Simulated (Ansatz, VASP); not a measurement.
K in VASP and in Ansatz

```
CELL_PARAMETERS angstrom
4.30242 0.00000 0.00000
0.00000 4.30242 0.00000
0.00000 0.00000 4.30242
ATOMIC_POSITIONS crystal
K 0.00000 0.00000 0.00000
```

Alike in both runs: functional PBE; k mesh 10 × 10 × 10; occupations fermi-dirac, width 0.08 eV; no spin polarisation.

Ansatz relaxed the structure, and its values are those at the end. VASP's run is a single point on that final structure, the one shown.

|  | VASP | Ansatz |
| --- | --- | --- |
| version | VASP 6.6.1 | Ansatz 0.2.0 |
| potentials or method | VASP PAW PBE potentials, release 64 (K_sv) | PAW with Ansatz's default frozen-core files, scalar-relativistic |
| plane-wave cutoff (eV) | 520 | 420 |
| valence electrons in the cell | 9 | 9 |

```csv
,VASP,Ansatz,Ansatz less VASP
pressure (GPa),0.0,0.0,+0.01
```

The functional is the same, so the differences come from potentials, cutoffs and numerics.
